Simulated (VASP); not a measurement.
Input of a VASP 6.6.1 run:

File INCAR:

```
PREC = Accurate
ENCUT = 520
EDIFF = 1E-6
ISMEAR = -1
SIGMA = 0.05
LREAL = F
LASPH = T
NELM = 100
ALGO = Normal
ISIF = 2
LWAVE = F
LCHARG = T
GGA = PE
LELF = T
LVHAR = T
NBANDS = 18
```

The input KPOINTS:

```
regular mesh
0
Gamma
  11 11 11
```

File POSCAR:

```
ReBi
1.0
    2.8640849576      0.0000000000      0.0000000000
    0.0000000000      2.8640849576      0.0000000000
    0.0000000000      0.0000000000      2.8640849576
Re Bi
1 1
Direct
    0.0000000000      0.0000000000      0.0000000000
    0.5000000000      0.5000000000      0.5000000000
```

Potentials or basis: VASP PAW PBE potentials, release 64 (Re, Bi_d).

Command:

```console
$ cat potpaw_PBE.64/Re/POTCAR potpaw_PBE.64/Bi_d/POTCAR > POTCAR
$ mpirun -np 1 vasp_std > vasp.out
```

Question: What does it give for the band gap on the k mesh?

Answer: Zero (bands 11 and 12 overlap by 2.07 eV).

Question: What does it give for the pressure?

Answer: 285.8 GPa.

Caveat: the cell stands under pressure; spin-orbit coupling is left out, which moves the levels of the heavy elements.
